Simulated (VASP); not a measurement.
# AlOs (Pm-3m) in VASP: notebook

The runs below take AlOs through single point, with LDA.

Everything below comes from runs of VASP 6.6.1. Logs are shortened: lines on timing, memory, paths and dates and some standing lists are left out, and cuts for length are marked.

## (1) The cell of the first run

It takes space group Pm-3m (No. 221, cubic). Conventional cell: a = 2.937 Å, b = 2.937 Å, c = 2.937 Å, α = 90.00°, β = 90.00°, γ = 90.00°. Al (site symmetry m-3m) has 8 Os at 2.54 Å and 6 Al at 2.94 Å within 3.4 Å. Within 3.4 Å of Os (site symmetry m-3m) lie 8 Al at 2.54 Å and 6 Os at 2.94 Å.

## (2) Single point, LDA

File INCAR:

```
ALGO = Normal
EDIFF = 1E-6
ENCUT = 600
GGA_COMPAT = F
ISIF = 2
ISMEAR = 0
LASPH = T
LCHARG = T
LELF = T
LREAL = F
LVHAR = T
LWAVE = F
NBANDS = 12
NELM = 120
PREC = Accurate
SIGMA = 0.1
```

File KPOINTS:

```
k-points
0
Gamma
  8 8 8
```

File POSCAR:

```
AlOs
1.0
    2.9367129308      0.0000000000      0.0000000000
    0.0000000000      2.9367129308      0.0000000000
    0.0000000000      0.0000000000      2.9367129308
Al Os
1 1
Direct
    0.0000000000      0.0000000000      0.0000000000
    0.5000000000      0.5000000000      0.5000000000
```

Potentials or basis: VASP PAW LDA potentials, release 64 (Al, Os).

Command:

```
$ cat potpaw_LDA.64/Al/POTCAR potpaw_LDA.64/Os/POTCAR > POTCAR
$ mpirun -np 1 vasp_std > vasp.out
```

OUTCAR:

```text
EDIFF = 1E-6
   ENCUT = 600
   ISIF = 2
   ISMEAR = 0
   LASPH = T
   LREAL = F
   NELM = 120
   PREC = Accurate

 ion  position               nearest neighbor table
   1  0.000  0.000  0.000-   2 2.54   2 2.54   2 2.54   2 2.54   2 2.54   2 2.54   2 2.54   2 2.54

   2  0.500  0.500  0.500-   1 2.54   1 2.54   1 2.54   1 2.54   1 2.54   1 2.54   1 2.54   1 2.54

  LATTYP: Found a simple cubic cell.
 ALAT       =     2.9367129308

  Lattice vectors:

 A1 = (   2.9367129308,   0.0000000000,   0.0000000000)
 A2 = (   0.0000000000,   2.9367129308,   0.0000000000)
 A3 = (   0.0000000000,   0.0000000000,   2.9367129308)

Analysis of symmetry for initial positions (statically):
=====================================================================
 Subroutine PRICEL returns:
 Original cell was already a primitive cell.

 Routine SETGRP: Setting up the symmetry group for a
 simple cubic supercell.

 Subroutine GETGRP returns: Found 48 space group operations
 (whereof 48 operations were pure point group operations)
 out of a pool of 48 trial point group operations.

The static configuration has the point symmetry O_h .

Analysis of symmetry for dynamics (positions and initial velocities):
=====================================================================
 Subroutine PRICEL returns:
 Original cell was already a primitive cell.

 Routine SETGRP: Setting up the symmetry group for a
 simple cubic supercell.

 Subroutine GETGRP returns: Found 48 space group operations
 (whereof 48 operations were pure point group operations)
 out of a pool of 48 trial point group operations.

The dynamic configuration has the point symmetry O_h .

 Subroutine INISYM returns: Found 48 space group operations
 (whereof 48 operations are pure point group operations),
 and found     1 'primitive' translations

----------------------------------------------------------------------------------------

                                     Primitive cell

  volume of cell :      25.3270

  direct lattice vectors                    reciprocal lattice vectors
     2.936712931  0.000000000  0.000000000     0.340516769  0.000000000  0.000000000
     0.000000000  2.936712931  0.000000000     0.000000000  0.340516769  0.000000000
     0.000000000  0.000000000  2.936712931     0.000000000  0.000000000  0.340516769

  length of vectors
     2.936712931  2.936712931  2.936712931     0.340516769  0.340516769  0.340516769

  position of ions in fractional coordinates (direct lattice)
     0.000000000  0.000000000  0.000000000
     0.500000000  0.500000000  0.500000000

  ion indices of the primitive-cell ions
   primitive index   ion index
                 1           1
                 2           2

----------------------------------------------------------------------------------------

 KPOINTS: k-points

Automatic generation of k-mesh.
 Grid dimensions read from file:
 generate k-points for:    8    8    8

 Generating k-lattice:

  Cartesian coordinates                     Fractional coordinates (reciprocal lattice)
     0.042564596  0.000000000  0.000000000     0.125000000  0.000000000  0.000000000
     0.000000000  0.042564596  0.000000000     0.000000000  0.125000000  0.000000000
     0.000000000  0.000000000  0.042564596     0.000000000  0.000000000  0.125000000

  Length of vectors
     0.042564596  0.042564596  0.042564596

  Shift w.r.t. Gamma in fractional coordinates (k-lattice)
     0.000000000  0.000000000  0.000000000

 Subroutine IBZKPT returns following result:
 ===========================================

 Found     35 irreducible k-points:

 Following reciprocal coordinates:
            Coordinates               Weight
  0.000000  0.000000  0.000000      1.000000
  0.125000  0.000000  0.000000      6.000000
  0.250000  0.000000  0.000000      6.000000
  0.375000  0.000000  0.000000      6.000000
  0.500000  0.000000  0.000000      3.000000
  0.125000  0.125000  0.000000     12.000000
[... 16 lines left out ...]
  0.375000  0.375000  0.125000     24.000000
  0.500000  0.375000  0.125000     24.000000
 [... further k-points ...]
   k-points           NKPTS =     35   k-points in BZ     NKDIM =     35   number of bands    NBANDS=     12
   number of dos      NEDOS =    301   number of ions     NIONS =      2
   total plane-waves  NPLWV =  13824
   dimension x,y,z NGX =    24 NGY =   24 NGZ =   24
   dimension x,y,z NGXF=    48 NGYF=   48 NGZF=   48
   ions per type =               1   1
   NGX,Y,Z   is equivalent  to a cutoff of  13.59, 13.59, 13.59 a.u.
   NGXF,Y,Z  is equivalent  to a cutoff of  27.17, 27.17, 27.17 a.u.
 SYSTEM =  unknown system
   PREC   = accura    normal or accurate (medium, high low for compatibility)
   ISTART =      0    job   : 0-new  1-cont  2-samecut
   ICHARG =      2    charge: 1-file 2-atom 10-const
   ISPIN  =      1    spin polarized calculation?
   LNONCOLLINEAR =      F non collinear calculations
   LSORBIT =      F    spin-orbit coupling
   LASPH  =      T    aspherical Exc in radial PAW
   ENCUT  =  600.0 eV  44.10 Ry    6.64 a.u.   5.87  5.87  5.87*2*pi/ulx,y,z
   NELM   =    120;   NELMIN=  2; NELMDL= -5     # of ELM steps
   EDIFF  = 0.1E-05   stopping-criterion for ELM
   LREAL  =      F    real-space projection
   EDIFFG = 0.1E-04   stopping-criterion for IOM
   NSW    =      0    number of steps for IOM
   IBRION =     -1    ionic relax: 0-MD 1-quasi-New 2-CG
   NFREE  =      0    steps in history (QN), initial steepest desc. (CG)
   ISIF   =      2    stress and relaxation
   ISYM   =      2    0-nonsym 1-usesym 2-fastsym
   POTIM  = 0.5000    time-step for ionic-motion
   TEBEG  =    0.0;   TEEND  =   0.0 temperature during run
   PSTRESS=    0.0 pullay stress
   NELECT =      11.0000    total number of electrons
   NUPDOWN=      -1.0000    fix difference up-down
   EMIN   =  10.00;   EMAX   =-10.00  energy-range for DOS
   EFERMI =   0.00;   METHOD = LEGACY
   ISMEAR =     0;   SIGMA  =   0.10  broadening in eV -4-tet -1-fermi 0-gaus
   EFERMI_NEDOS =   21; number of points for ismear=-14 and -15
   IALGO  =     38    algorithm
   IMIX   =      4    mixing-type and parameters
     AMIX     =   0.40;   BMIX     =  1.00
     AMIX_MAG =   1.60;   BMIX_MAG =  1.00
  volume/ion in A,a.u.               =      12.66        85.46
  Fermi-wavevector in a.u.,A,eV,Ry     =   1.239779  2.342842 20.912857  1.537052
  Thomas-Fermi vector in A             =   2.374248
   LORBIT       =      0    0 simple, 1 ext, 2 COOP (PROOUT), +10 PAW based schemes
   GGA     = CA    functional components
   LHFCALC =     F    Hartree Fock is set to
   AEXX    =    0.0000 exact exchange contribution
   IVDW    =     0    specifies the selected vdW correction
   LEPSILON=     F    determine dielectric tensor
   LRPA    =     F    only Hartree local field effects (RPA)
 non-spin polarized calculation
 Gauss-broadening in eV      SIGMA  =   0.10
  energy-cutoff  :      600.00
  volume of cell :       25.33
 maximum number of plane-waves:       876
 NGX is ok and might be reduce to    24
   NGX = 11   NGY = 11   NGZ = 11

 number of electron      10.9999999 magnetization

 Free energy of the ion-electron system (eV)
  ---------------------------------------------------
  ext. energy  EPLUGINS =         0.00000000
  ---------------------------------------------------
  free energy    TOTEN  =       -17.57417482 eV

  energy without entropy =      -17.56515267  energy(sigma->0) =      -17.56966375

 E-fermi :   9.6274     XC(G=0): -13.0894

 val. band max:        9.6031216974   @ k =   0.1250   0.0000   0.0000
 cond. band min:       9.6716434837   @ k =   0.3750   0.3750   0.3750
 fundamental gap:      0.0685217863
 Fermi energy:         9.6274338262

 k-point     1 :       0.0000    0.0000    0.0000
  band No.  band energies     occupation
      1      -1.6617      2.00000
      2       5.0935      2.00000
      3       5.0935      2.00000
      4      10.1186      0.00000
      5      10.1186      0.00000
      6      10.1186      0.00000
      7      15.5525      0.00000
      8      15.5525      0.00000
      9      15.5525      0.00000
     10      21.6168      0.00000
     11      21.6168      0.00000
     12      23.9174      0.00000

 k-point     2 :       0.1250    0.0000    0.0000
  band No.  band energies     occupation
      1      -1.3253      2.00000
      2       5.2167      2.00000
      3       5.2297      2.00000
      4       9.6031      1.26906
      5       9.6031      1.26902
      6      10.1720      0.00000
      7      14.3637      0.00000
      8      16.2768      0.00000
      9      16.2768      0.00000
     10      20.6138      0.00000
     11      22.2822      0.00000
     12      25.1639      0.00000

 k-point     3 :       0.2500    0.0000    0.0000
  band No.  band energies     occupation
      1      -0.3761      2.00000
      2       5.3138      2.00000
      3       5.5376      2.00000
      4       8.6610      2.00000
      5       8.6610      2.00000
      6      10.3042      0.00000
      7      12.7477      0.00000
      8      17.8371      0.00000
      9      17.8371      0.00000
     10      18.7726      0.00000
     11      22.8209      0.00000
     12      27.0344      0.00000
[... 286 lines left out ...]
 k-point    23 :       0.3750    0.3750    0.1250
  band No.  band energies     occupation
      1       2.7648      2.00000
      2       4.8624      2.00000
      3       6.4851      2.00000
      4       7.1487      2.00000
      5       8.8178      2.00000
      6       8.9917      2.00000
      7      12.9623      0.00000
      8      15.3314      0.00000
      9      17.8140      0.00000
     10      19.6544      0.00000
     11      23.3054      0.00000
     12      24.2923      0.00000

 k-point    24 :       0.5000    0.3750    0.1250
  band No.  band energies     occupation
      1       2.9053      2.00000
      2       5.0480      2.00000
      3       6.3715      2.00000
      4       6.9967      2.00000
      5       9.0012      2.00000
      6       9.5969      1.33403
      7      12.4036      0.00000
      8      15.3396      0.00000
      9      17.0574      0.00000
     10      19.8847      0.00000
     11      23.3013      0.00000
     12      23.4646      0.00000

 [... further k-points ...]
[... 5 lines left out ...]
  --------------------------------------------------------------------------------------
  -------------------------------------------------------------------------------------
  Total        1.9304364      1.9304364      1.9304364     -0.0000000     -0.0000000     -0.0000000
  in kB      122.1185397    122.1185397    122.1185397     -0.0000000     -0.0000000     -0.0000000
  external PRESSURE =     122.1185397 kB  Pullay stress =       0.0000000 kB

 VOLUME and BASIS-vectors are now :
 -----------------------------------------------------------------------------
  energy-cutoff  :      600.00
  volume of cell :       25.33
      direct lattice vectors                 reciprocal lattice vectors
     2.936712931  0.000000000  0.000000000     0.340516769  0.000000000  0.000000000
     0.000000000  2.936712931  0.000000000     0.000000000  0.340516769  0.000000000
     0.000000000  0.000000000  2.936712931     0.000000000  0.000000000  0.340516769

 POSITION                                       TOTAL-FORCE (eV/Angst)
 -----------------------------------------------------------------------------------
      0.00000      0.00000      0.00000         0.000000      0.000000      0.000000
      1.46836      1.46836      1.46836         0.000000      0.000000      0.000000
 -----------------------------------------------------------------------------------
    total drift:                                0.000000     -0.000000     -0.000000

  FREE ENERGIE OF THE ION-ELECTRON SYSTEM (eV)
  ---------------------------------------------------
  free  energy   TOTEN  =       -17.5741748220 eV

  energy  without entropy=      -17.5651526702  energy(sigma->0) =      -17.56966375
```

Wall time 6.9 s (1 thread of AMD EPYC 7R13 (Zen 3), shared host); peak memory 0.11 GiB.

What came out:

```yaml
Free_energy: -17.5742 eV
Pressure: 12.2 GPa
```

Caveat: spin-orbit coupling is left out, which moves the levels of the heavy elements.

## (3) Single point, LDA

This run uses another cell than the first one, of 12.93 Å³/atom, 1.021 times its volume.

File INCAR:

```
ALGO     = Normal         # electronic algorithm
EDIFF    = 1E-6           # SCF threshold, eV
ENCUT    = 600            # plane-wave cutoff, eV
GGA      = CA             # functional
GGA_COMPAT= False        
ISIF     = 2              # what is computed and relaxed
ISMEAR   = 0              # smearing method
LASPH    = True           # aspherical terms in the spheres
LCHARG   = False          # write CHGCAR
LREAL    = False          # projectors in reciprocal space
LWAVE    = False          # write WAVECAR
NBANDS   = 12             # bands
NELM     = 120            # most SCF steps
PREC     = Accurate       # precision mode
SIGMA    = 0.1            # smearing width, eV
```

KPOINTS is that of step 2.

File POSCAR:

```
AlOs
1.0
    2.9573946891      0.0000000000      0.0000000000
    0.0000000000      2.9573946891      0.0000000000
    0.0000000000      0.0000000000      2.9573946891
Al Os
1 1
Direct
    0.0000000000      0.0000000000      0.0000000000
    0.5000000000      0.5000000000      0.5000000000
```

Potentials or basis: VASP PAW LDA potentials, release 64 (Al, Os).

Command:

```
$ cat potpaw_LDA.64/Al/POTCAR potpaw_LDA.64/Os/POTCAR > POTCAR
$ mpirun -np 1 vasp_std > vasp.out
```

Run time: 6.6 s. Hardware: 1 thread of AMD EPYC 7R13 (Zen 3), shared host; peak memory 0.11 GiB.

Results (log left out):

```
Free energy : -17.6044 eV
Pressure    : 5.8 GPa
```

Levels at points of the mesh, in eV from the Fermi level:
```tsv
k point	band 4	band 5	band 6	band 7	band 8	band 9
(0.00, 0.00, 0.00)	0.47	0.47	0.47	5.83	5.83	5.83
(0.50, 0.00, 0.00)	-1.90	-1.90	0.84	2.78	7.13	10.81
(0.50, 0.50, 0.00)	-1.80	-1.35	-1.35	2.33	4.76	7.77
(0.50, 0.50, 0.50)	2.42	2.47	2.47	3.72	3.72	3.72
```

Caveat: spin-orbit coupling is left out, which moves the levels of the heavy elements.

## (4) Single point, LDA

This run uses another cell than the first one, of 13.20 Å³/atom, 1.043 times its volume.

File INCAR:

```
PREC = Accurate
ENCUT = 600
EDIFF = 1E-6
ISMEAR = 0
SIGMA = 0.1
LREAL = F
LASPH = T
NELM = 120
ALGO = Normal
ISIF = 2
LWAVE = F
LCHARG = T
LELF = T
LVHAR = T
NBANDS = 12
GGA_COMPAT = F
```

File KPOINTS:

```
Automatic mesh
0
Gamma
  8 8 8
```

File POSCAR:

```
AlOs
1.0
    2.9777911591      0.0000000000      0.0000000000
    0.0000000000      2.9777911591      0.0000000000
    0.0000000000      0.0000000000      2.9777911591
Al Os
1 1
Direct
    0.0000000000      0.0000000000      0.0000000000
    0.5000000000      0.5000000000      0.5000000000
```

Command:

```
$ cat potpaw_LDA.64/Al/POTCAR potpaw_LDA.64/Os/POTCAR > POTCAR
$ mpirun -np 1 vasp_std > vasp.out
```

It took 7.2 s on 1 thread of AMD EPYC 7R13 (Zen 3), shared host; peak memory 0.11 GiB.

It converged, with:

```yaml
Free_energy: -17.6142 eV
Pressure: 0.1 GPa
```

Levels at points of the mesh, in eV from the Fermi level:
```tsv
k point	band 3	band 4	band 5	band 6	band 7	band 8	band 9	band 10
(0.00, 0.00, 0.00)	-4.26	0.46	0.46	0.46	5.74	5.74	5.74	11.74
(0.50, 0.00, 0.00)	-3.35	-1.85	-1.85	0.81	2.69	7.16	10.70	10.70
(0.50, 0.50, 0.00)	-1.78	-1.78	-1.31	-1.31	2.25	4.61	7.51	10.33
(0.50, 0.50, 0.50)	-5.30	2.30	2.38	2.38	3.67	3.67	3.67	8.94
```

Caveat: spin-orbit coupling is left out, which moves the levels of the heavy elements.

## (5) Single point, LDA

This run uses another cell than the first one, of 13.47 Å³/atom, 1.064 times its volume.

File INCAR:

```
PREC = Accurate ; ENCUT = 600
EDIFF = 1E-6 ; ISMEAR = 0
SIGMA = 0.1 ; LREAL = F
LASPH = T ; NELM = 120
ALGO = Normal ; ISIF = 2
LWAVE = F ; LCHARG = F
GGA = CA ; NBANDS = 12
GGA_COMPAT = F
```

File KPOINTS:

```
regular mesh
0
Gamma
  8 8 8
```

File POSCAR:

```
AlOs
1.0
    2.9979119800      0.0000000000      0.0000000000
    0.0000000000      2.9979119800      0.0000000000
    0.0000000000      0.0000000000      2.9979119800
Al Os
1 1
Direct
    0.0000000000      0.0000000000      0.0000000000
    0.5000000000      0.5000000000      0.5000000000
```

Command:

```
$ cat potpaw_LDA.64/Al/POTCAR potpaw_LDA.64/Os/POTCAR > POTCAR
$ mpirun -np 1 vasp_std > vasp.out
```

Wall time 7 s (1 thread of AMD EPYC 7R13 (Zen 3), shared host); peak memory 0.11 GiB.

The run converged. Its results:

```yaml
Free_energy: -17.6058 eV
Pressure: -5.0 GPa
```

Levels at points of the mesh, in eV from the Fermi level:
```csv
k point,band 3,band 4,band 5,band 6,band 7,band 8,band 9,band 10
"(0.00, 0.00, 0.00)",-4.14,0.44,0.44,0.44,5.65,5.65,5.65,11.62
"(0.50, 0.00, 0.00)",-3.25,-1.80,-1.80,0.78,2.60,7.19,10.60,10.60
"(0.50, 0.50, 0.00)",-1.75,-1.75,-1.27,-1.27,2.17,4.46,7.27,10.18
"(0.50, 0.50, 0.50)",-5.17,2.19,2.30,2.30,3.63,3.63,3.63,8.68
```

Caveat: spin-orbit coupling is left out, which moves the levels of the heavy elements.

## (6) Single point, LDA

This run uses another cell than the first one, of 13.74 Å³/atom, 1.085 times its volume.

File INCAR:

```
  PREC = Accurate
  ENCUT = 600
  EDIFF = 1E-6
  ISMEAR = 0
  SIGMA = 0.1
  LREAL = F
  LASPH = T
  NELM = 120
  ALGO = Normal
  ISIF = 2
  LWAVE = F
  LCHARG = T
  GGA = CA
  LELF = T
  LVHAR = T
  NBANDS = 12
  GGA_COMPAT = F
```

KPOINTS is that of step 5.

File POSCAR:

```
AlOs
1.0
    3.0177662803      0.0000000000      0.0000000000
    0.0000000000      3.0177662803      0.0000000000
    0.0000000000      0.0000000000      3.0177662803
Al Os
1 1
Direct
    0.0000000000      0.0000000000      0.0000000000
    0.5000000000      0.5000000000      0.5000000000
```

Potentials or basis: VASP PAW LDA potentials, release 64 (Al, Os).

Command:

```
$ cat potpaw_LDA.64/Al/POTCAR potpaw_LDA.64/Os/POTCAR > POTCAR
$ mpirun -np 1 vasp_std > vasp.out
```

Run time: 7.1 s. Hardware: 1 thread of AMD EPYC 7R13 (Zen 3), shared host; peak memory 0.11 GiB.

The run converged. Its results:

* Free energy: -17.5811 eV
* Pressure: -9.6 GPa

Levels at points of the mesh, in eV from the Fermi level:
```tsv
k point	band 2	band 3	band 4	band 5	band 6	band 7	band 8	band 9	band 10	band 11
(0.00, 0.00, 0.00)	-4.02	-4.02	0.42	0.42	0.42	5.56	5.56	5.56	11.51	11.51
(0.50, 0.00, 0.00)	-5.79	-3.15	-1.76	-1.76	0.75	2.51	7.21	10.50	10.50	12.66
(0.50, 0.50, 0.00)	-3.94	-1.73	-1.73	-1.23	-1.23	2.10	4.33	7.04	10.03	13.97
(0.50, 0.50, 0.50)	-5.05	-5.05	2.08	2.22	2.22	3.59	3.59	3.59	8.42	9.63
```

Caveat: spin-orbit coupling is left out, which moves the levels of the heavy elements.

## (7) Summary

| cell | gap on the mesh (eV) | pressure (GPa) |
| --- | --- | --- |
| a = 2.937 Å, 2 atoms | none | 12.2 |
| a = 2.957 Å, 2 atoms | none | 5.8 |
| a = 2.978 Å, 2 atoms | none | 0.1 |
| a = 2.998 Å, 2 atoms | none | -5.0 |
| a = 3.018 Å, 2 atoms | none | -9.6 |

Alike in all rows: task single point; level LDA; potentials or basis VASP PAW LDA potentials, release 64 (Al, Os); no spin polarisation; k mesh 8 × 8 × 8; cutoff (eV) 600; smearing gaussian 0.1 eV.

Caveats: spin-orbit coupling is left out, which moves the levels of the heavy elements.

Total energies depend on the potentials used, so only differences within one code and one set of settings carry meaning.
